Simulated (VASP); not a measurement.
Here is a VASP 6.6.1 calculation.

POSCAR

```
W
1.0
   -1.5682171720      1.5682171720      1.5682171720
    1.5682171720     -1.5682171720      1.5682171720
    1.5682171720      1.5682171720     -1.5682171720
W
1
Direct
    0.0000000000      0.0000000000      0.0000000000
```

Contents of INCAR.step1:

```
SYSTEM = W
PREC = Accurate
ENCUT = 520
ISMEAR = 0
SIGMA = 0.1
LREAL = .False.
LASPH = .True.
NELM = 60
NBANDS = 13
GGA = PE
ALGO = Normal
EDIFF = 1E-4
LWAVE = .True.
LCHARG = .False.
```

INCAR.step2

```
SYSTEM = W
PREC = Accurate
ENCUT = 520
EDIFF = 1E-6
ISMEAR = 0
SIGMA = 0.1
LREAL = .False.
LASPH = .True.
NELM = 60
ALGO = Normal
ISIF = 2
LWAVE = .False.
LCHARG = .True.
METAGGA = R2SCAN
LMIXTAU = .True.
LELF = .True.
LVHAR = .True.
NBANDS = 13
ISTART = 1
```

The input KPOINTS:

```
regular mesh
0
Gamma
  18 18 18
  0 0 0
```

Potentials or basis: VASP PAW PBE potentials, release 64 (W_sv).

The run is started by

```console
$ cat potpaw_PBE.64/W_sv/POTCAR > POTCAR
$ cp INCAR.step1 INCAR
$ mpirun -np 1 vasp_std > vasp.out
$ cp INCAR.step2 INCAR
$ mpirun -np 1 vasp_std > vasp.out
```

Question: Estimate the band gap on the k mesh.

Answer: Zero (band 7 reaches 17.23 eV, above the bottom of band 8 at 10.36 eV).

Question: Predict the pressure.

Answer: 11.8 GPa.

Caveat: the PAW data sets were made with another functional, which shifts forces and pressure a little; spin-orbit coupling is left out, which moves the levels of the heavy elements.
